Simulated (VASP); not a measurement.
# Mo (Im-3m) in VASP: a series of runs

Runs on Mo. Level: PBE. Tasks: single point, relaxation of cell and atoms.

Everything below comes from runs of VASP 6.6.1. Logs are shortened: lines on timing, memory, paths and dates and some standing lists are left out, and cuts for length are marked.

### 1 The cell of the first run

The structure is cubic, space group Im-3m (No. 229). Conventional cell: a = 3.287 Å, b = 3.287 Å, c = 3.287 Å, α = 90.00°, β = 90.00°, γ = 90.00°. Mo (site symmetry m-3m) has 14 Mo at 2.85 to 3.29 Å within 3.8 Å.

### 2 Single point, PBE (equal strain along all axes, cell held: +4.0 %)

File INCAR:

```
  PREC = Accurate
  ENCUT = 520
  EDIFF = 1E-7
  ISMEAR = 0
  SIGMA = 0.1
  LREAL = F
  LASPH = T
  NELM = 100
  ALGO = Fast
  ISIF = 2
  LWAVE = F
  LCHARG = T
  GGA = PE
  LELF = T
  LVHAR = T
  NBANDS = 21
```

File KPOINTS:

```
Automatic mesh
0
Gamma
  16 16 16
```

File POSCAR:

```
Mo
1.0
    3.2870262715      0.0000000000      0.0000000000
    0.0000000000      3.2870262715      0.0000000000
    0.0000000000      0.0000000000      3.2870262715
Mo
2
Direct
    0.0000000000      0.0000000000      0.0000000000
    0.5000000000      0.5000000000      0.5000000000
```

Potentials or basis: VASP PAW PBE potentials, release 64 (Mo_sv).

The run is started by

```sh
$ cat potpaw_PBE.64/Mo_sv/POTCAR > POTCAR
$ mpirun -np 1 vasp_std > vasp.out
```

OUTCAR:

```text
PREC = Accurate
   ENCUT = 520
   EDIFF = 1E-7
   ISMEAR = 0
   LREAL = F
   LASPH = T
   NELM = 100
   ISIF = 2
   GGA = PE

 ion  position               nearest neighbor table
   1  0.000  0.000  0.000-   2 2.85   2 2.85   2 2.85   2 2.85   2 2.85   2 2.85   2 2.85   2 2.85

   2  0.500  0.500  0.500-   1 2.85   1 2.85   1 2.85   1 2.85   1 2.85   1 2.85   1 2.85   1 2.85

  LATTYP: Found a simple cubic cell.
 ALAT       =     3.2870262715

  Lattice vectors:

 A1 = (   3.2870262715,   0.0000000000,   0.0000000000)
 A2 = (   0.0000000000,   3.2870262715,   0.0000000000)
 A3 = (   0.0000000000,   0.0000000000,   3.2870262715)

Analysis of symmetry for initial positions (statically):
=====================================================================
 Subroutine PRICEL returns following result:

  LATTYP: Found a body centered cubic cell.
 ALAT       =     3.2870262715

  Lattice vectors:

 A1 = (   1.6435131357,   1.6435131358,  -1.6435131357)
 A2 = (  -1.6435131357,   1.6435131357,   1.6435131357)
 A3 = (   1.6435131357,  -1.6435131357,   1.6435131358)

   2 primitive cells build up your supercell.

 Routine SETGRP: Setting up the symmetry group for a
 simple cubic supercell.

 Subroutine GETGRP returns: Found 48 space group operations
 (whereof 48 operations were pure point group operations)
 out of a pool of 48 trial point group operations.

The static configuration has the point symmetry O_h .

Analysis of symmetry for dynamics (positions and initial velocities):
=====================================================================
 Subroutine PRICEL returns following result:

  LATTYP: Found a body centered cubic cell.
 ALAT       =     3.2870262715

  Lattice vectors:

 A1 = (   1.6435131357,   1.6435131358,  -1.6435131357)
 A2 = (  -1.6435131357,   1.6435131357,   1.6435131357)
 A3 = (   1.6435131357,  -1.6435131357,   1.6435131358)

   2 primitive cells build up your supercell.

 Routine SETGRP: Setting up the symmetry group for a
 simple cubic supercell.

 Subroutine GETGRP returns: Found 48 space group operations
 (whereof 48 operations were pure point group operations)
 out of a pool of 48 trial point group operations.

The dynamic configuration has the point symmetry O_h .

 Subroutine INISYM returns: Found 48 space group operations
 (whereof 48 operations are pure point group operations),
 and found     2 'primitive' translations

----------------------------------------------------------------------------------------

                                     Primitive cell

  volume of cell :      17.7574

  direct lattice vectors                    reciprocal lattice vectors
     1.643513136  1.643513136 -1.643513136     0.304226348  0.304226348  0.000000000
    -1.643513136  1.643513136  1.643513136    -0.000000000  0.304226348  0.304226348
     1.643513136 -1.643513136  1.643513136     0.304226348  0.000000000  0.304226348

  length of vectors
     2.846648254  2.846648254  2.846648254     0.430241028  0.430241028  0.430241028

  position of ions in fractional coordinates (direct lattice)
     0.000000000  0.000000000  0.000000000

  ion indices of the primitive-cell ions
   primitive index   ion index
                 1           1

----------------------------------------------------------------------------------------

 KPOINTS: Automatic mesh

Automatic generation of k-mesh.
 Grid dimensions read from file:
 generate k-points for:   16   16   16

 Generating k-lattice:

  Cartesian coordinates                     Fractional coordinates (reciprocal lattice)
     0.019014147  0.000000000  0.000000000     0.062500000  0.000000000  0.000000000
     0.000000000  0.019014147  0.000000000     0.000000000  0.062500000  0.000000000
     0.000000000  0.000000000  0.019014147     0.000000000  0.000000000  0.062500000

  Length of vectors
     0.019014147  0.019014147  0.019014147

  Shift w.r.t. Gamma in fractional coordinates (k-lattice)
     0.000000000  0.000000000  0.000000000

 Subroutine IBZKPT returns following result:
 ===========================================

 Found    165 irreducible k-points:

 Following reciprocal coordinates:
            Coordinates               Weight
  0.000000  0.000000  0.000000      1.000000
  0.062500  0.000000  0.000000      6.000000
  0.125000  0.000000  0.000000      6.000000
  0.187500  0.000000  0.000000      6.000000
  0.250000  0.000000  0.000000      6.000000
  0.312500  0.000000  0.000000      6.000000
[... 16 lines left out ...]
  0.437500  0.125000  0.000000     24.000000
  0.500000  0.125000  0.000000     12.000000
 [... further k-points ...]
   k-points           NKPTS =    165   k-points in BZ     NKDIM =    165   number of bands    NBANDS=     21
   number of dos      NEDOS =    301   number of ions     NIONS =      2
   total plane-waves  NPLWV =  13824
   dimension x,y,z NGX =    24 NGY =   24 NGZ =   24
   dimension x,y,z NGXF=    48 NGYF=   48 NGZF=   48
   ions per type =               2
   NGX,Y,Z   is equivalent  to a cutoff of  12.14, 12.14, 12.14 a.u.
   NGXF,Y,Z  is equivalent  to a cutoff of  24.28, 24.28, 24.28 a.u.
 SYSTEM =  unknown system
   PREC   = accura    normal or accurate (medium, high low for compatibility)
   ISTART =      0    job   : 0-new  1-cont  2-samecut
   ICHARG =      2    charge: 1-file 2-atom 10-const
   ISPIN  =      1    spin polarized calculation?
   LNONCOLLINEAR =      F non collinear calculations
   LSORBIT =      F    spin-orbit coupling
   LASPH  =      T    aspherical Exc in radial PAW
   ENCUT  =  520.0 eV  38.22 Ry    6.18 a.u.   6.11  6.11  6.11*2*pi/ulx,y,z
   NELM   =    100;   NELMIN=  2; NELMDL= -5     # of ELM steps
   EDIFF  = 0.1E-06   stopping-criterion for ELM
   LREAL  =      F    real-space projection
   EDIFFG = 0.1E-05   stopping-criterion for IOM
   NSW    =      0    number of steps for IOM
   IBRION =     -1    ionic relax: 0-MD 1-quasi-New 2-CG
   NFREE  =      0    steps in history (QN), initial steepest desc. (CG)
   ISIF   =      2    stress and relaxation
   ISYM   =      2    0-nonsym 1-usesym 2-fastsym
   POTIM  = 0.5000    time-step for ionic-motion
   TEBEG  =    0.0;   TEEND  =   0.0 temperature during run
   PSTRESS=    0.0 pullay stress
   NELECT =      28.0000    total number of electrons
   NUPDOWN=      -1.0000    fix difference up-down
   EMIN   =  10.00;   EMAX   =-10.00  energy-range for DOS
   EFERMI =   0.00;   METHOD = LEGACY
   ISMEAR =     0;   SIGMA  =   0.10  broadening in eV -4-tet -1-fermi 0-gaus
   EFERMI_NEDOS =   21; number of points for ismear=-14 and -15
   IALGO  =     68    algorithm
   IMIX   =      4    mixing-type and parameters
     AMIX     =   0.40;   BMIX     =  1.00
     AMIX_MAG =   1.60;   BMIX_MAG =  1.00
  volume/ion in A,a.u.               =      17.76       119.83
  Fermi-wavevector in a.u.,A,eV,Ry     =   1.512369  2.857962 31.120047  2.287259
  Thomas-Fermi vector in A             =   2.622302
   LORBIT       =      0    0 simple, 1 ext, 2 COOP (PROOUT), +10 PAW based schemes
   GGA     = PE    functional components
   LHFCALC =     F    Hartree Fock is set to
   AEXX    =    0.0000 exact exchange contribution
   IVDW    =     0    specifies the selected vdW correction
   LEPSILON=     F    determine dielectric tensor
   LRPA    =     F    only Hartree local field effects (RPA)
 non-spin polarized calculation
 RMM-DIIS sequential band-by-band and
 Gauss-broadening in eV      SIGMA  =   0.10
  energy-cutoff  :      520.00
  volume of cell :       35.51
 maximum number of plane-waves:       976
   NGX = 13   NGY = 13   NGZ = 13

 number of electron      27.9999997 magnetization

 Free energy of the ion-electron system (eV)
  ---------------------------------------------------
  ext. energy  EPLUGINS =         0.00000000
  ---------------------------------------------------
  free energy    TOTEN  =       -21.56042584 eV

  energy without entropy =      -21.55241242  energy(sigma->0) =      -21.55641913

 E-fermi :  10.6397     XC(G=0): -12.6855

 val. band max:       10.6378360081   @ k =   0.1875   0.1250   0.1250
 cond. band min:      10.6481766949   @ k =   0.5000   0.3750   0.0000
 fundamental gap:      0.0103406868
 Fermi energy:        10.6396503784

 k-point     1 :       0.0000    0.0000    0.0000
  band No.  band energies     occupation
      1     -50.6551      2.00000
      2     -50.3862      2.00000
      3     -24.8121      2.00000
      4     -24.8121      2.00000
      5     -24.8121      2.00000
      6     -24.1609      2.00000
[... 13 lines left out ...]
     20      18.7944      0.00000
     21      18.7944      0.00000

 k-point     2 :       0.0625    0.0000    0.0000
  band No.  band energies     occupation
      1     -50.6522      2.00000
      2     -50.3884      2.00000
      3     -24.8121      2.00000
      4     -24.8056      2.00000
      5     -24.8056      2.00000
      6     -24.1737      2.00000
[... 13 lines left out ...]
     20      18.5447      0.00000
     21      19.0852      0.00000

 k-point     3 :       0.1250    0.0000    0.0000
  band No.  band energies     occupation
      1     -50.6435      2.00000
      2     -50.3949      2.00000
      3     -24.8112      2.00000
      4     -24.7864      2.00000
      5     -24.7864      2.00000
      6     -24.2109      2.00000
[... 13 lines left out ...]
     20      17.8905      0.00000
     21      19.8430      0.00000
[... 457 lines left out ...]
 k-point    23 :       0.4375    0.1250    0.0000
  band No.  band energies     occupation
      1     -50.5336      2.00000
      2     -50.4850      2.00000
      3     -24.8169      2.00000
      4     -24.7028      2.00000
      5     -24.5364      2.00000
      6     -24.4437      2.00000
[... 13 lines left out ...]
     20      14.0621      0.00000
     21      23.4988      0.00000

 k-point    24 :       0.5000    0.1250    0.0000
  band No.  band energies     occupation
      1     -50.5089      2.00000
      2     -50.5089      2.00000
      3     -24.7670      2.00000
      4     -24.7670      2.00000
      5     -24.4773      2.00000
      6     -24.4773      2.00000
[... 13 lines left out ...]
     20      13.5080      0.00000
     21      23.9392      0.00000

 [... further k-points ...]

------------------------ aborting loop because EDIFF is reached ----------------------------------------

  FORCE on cell =-STRESS in cart. coord.  units (eV):
  Direction    XX          YY          ZZ          XY          YZ          ZX
  --------------------------------------------------------------------------------------
  -------------------------------------------------------------------------------------
  Total       -5.1845939     -5.1845939     -5.1845939      0.0000000     -0.0000000      0.0000000
  in kB     -233.8922349   -233.8922349   -233.8922349      0.0000000     -0.0000000      0.0000000
  external PRESSURE =    -233.8922349 kB  Pullay stress =       0.0000000 kB

 VOLUME and BASIS-vectors are now :
 -----------------------------------------------------------------------------
  energy-cutoff  :      520.00
  volume of cell :       35.51
      direct lattice vectors                 reciprocal lattice vectors
     3.287026271  0.000000000  0.000000000     0.304226348  0.000000000  0.000000000
     0.000000000  3.287026271  0.000000000     0.000000000  0.304226348  0.000000000
     0.000000000  0.000000000  3.287026271     0.000000000  0.000000000  0.304226348

 POSITION                                       TOTAL-FORCE (eV/Angst)
 -----------------------------------------------------------------------------------
      0.00000      0.00000      0.00000        -0.000000      0.000000      0.000000
      1.64351      1.64351      1.64351         0.000000     -0.000000      0.000000
 -----------------------------------------------------------------------------------
    total drift:                                0.000000      0.000000     -0.000000

  FREE ENERGIE OF THE ION-ELECTRON SYSTEM (eV)
  ---------------------------------------------------
  free  energy   TOTEN  =       -21.5604258441 eV

  energy  without entropy=      -21.5524124216  energy(sigma->0) =      -21.55641913
```

Wall time 29 s (1 thread of Intel Xeon 6975P-C (Granite Rapids), shared host); peak memory 0.2 GiB.

What came out:

| Item | Value |
| --- | --- |
| Free energy | -21.5604 eV |
| Pressure | -23.4 GPa |
| Band gap on the k mesh | zero (band 14 reaches 11.88 eV, above the bottom of band 15 at 10.12 eV) |

Caveat: the cell differs from its parent crystal (equal strain along all axes, cell held: +4.0 %).

[end of part 1 of 2]
